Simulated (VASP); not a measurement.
Si, 4 atoms in the cell. Symmetry: P6_3/mmc, No. 194, hexagonal system. Conventional cell: a = 3.678 Å, b = 3.678 Å, c = 6.839 Å, α = 90.00°, β = 90.00°, γ = 120.00°. Within 3.0 Å of Si (site symmetry 3m) lie 4 Si at 2.29 to 2.56 Å.  This cell differs from its parent crystal: strain -0.040 along x and y, +0.080 along z.

- Program: VASP 6.6.1
- Task: single point
- Functional: LDA
- Potentials or basis: VASP PAW LDA potentials, release 64 (Si)
- Cutoff: 520 eV
- k mesh: 12 × 12 × 6
- Occupations: gaussian, width 0.03 eV
- Spin: no spin polarisation
- Dipole correction: no
- Further INCAR settings: ALGO = Normal; EDIFF = 1e-06; NBANDS = 16

Potentials or basis: VASP PAW LDA potentials, release 64 (Si).

The run is started by

```console
$ cat potpaw_LDA.64/Si/POTCAR > POTCAR
$ mpirun -np 1 vasp_std > vasp.out
```

Hardware: 1 thread of AMD EPYC 9R45 96-Core Processor (Zen 5), with other jobs on the host.

Q: Estimate the wall time of this run.

A: It took 37 s on 1 thread of AMD EPYC 9R45 96-Core Processor (Zen 5) (shared host), peak memory 0.17 GiB. Counts: scf iterations 14, k points 76.
